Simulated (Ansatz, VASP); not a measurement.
**Two plane-wave programs on Ge**

INCAR

```
ALGO = Fast
EDIFF = 1E-6
ENCUT = 520
GGA = PE
ISIF = 2
ISMEAR = 0
LASPH = True
LCHARG = False
LREAL = False
LWAVE = False
NBANDS = 51
NELM = 100
PREC = Accurate
SIGMA = 0.15
```

File KPOINTS:

```
k-points
0
Gamma
  17 17 6
```

File POSCAR:

```
Ge
1.0
    2.8805347709     -2.8805347709      0.0000000000
    2.8805347709      0.0000000000     -2.8805347709
    6.9157700803      6.9157700803      6.9157700803
Ge
6
Direct
    0.6666666667      0.6666666667      0.4511988200
    1.0000000000      0.0000000000      0.1735209198
    0.3333333333      0.3333333333      0.7288767202
    0.6666666667      0.6666666667      0.6594572451
    1.0000000000      1.0000000000      0.3817793449
    0.3333333333      0.3333333333      0.1041014448
```

Input for Ansatz:

```yaml
crystal:
  lattice:
    - [2.8805347709, -2.8805347709, 0.0]
    - [2.8805347709, 0.0, -2.8805347709]
    - [6.9157700803, 6.9157700803, 6.9157700803]
  atoms:
    - { symbol: Ge, position: [0.6666666667, 0.6666666667, 0.45119882] }
    - { symbol: Ge, position: [1.0, 0.0, 0.1735209198] }
    - { symbol: Ge, position: [0.3333333333, 0.3333333333, 0.7288767202] }
    - { symbol: Ge, position: [0.6666666667, 0.6666666667, 0.6594572451] }
    - { symbol: Ge, position: [1.0, 1.0, 0.3817793449] }
    - { symbol: Ge, position: [0.3333333333, 0.3333333333, 0.1041014448] }
basis:
  ecutwfc: 420
kpoints:
  mp_grid: { grid: [17, 17, 6] }
hamiltonian:
  xc: pbe
scf:
  occupations: { method: gaussian, width: 0.15 }
output:
  forces: true
  stress: true
  eigenvalues: true
```

Alike in both runs: task single point; functional PBE; k mesh 17 × 17 × 6; occupations gaussian, width 0.15 eV; no spin polarisation.

|  | VASP | Ansatz |
| --- | --- | --- |
| version | VASP 6.6.1 | Ansatz 0.2.0 |
| potentials or method | VASP PAW PBE potentials, release 64 (Ge_d), cutoff 520 eV | scalar-relativistic, plane waves, PAW |
| valence electrons in the cell | 84 | 84 |

```tsv
	VASP	Ansatz	Ansatz less VASP
gap on the k mesh at the Fermi level (eV)	none	none	-
pressure (GPa)	-0.1	-0.1	+0.03
traceless stress, the component that is largest in VASP (GPa)	0.05	0.05	-0.002
rms of the force components (eV/Å)	0.177	0.177	-0.0003
```

Atom by atom the forces differ by 0.001 eV/Å (rms over components). A gap of «none» marks a metal or a gap that the smearing closes.
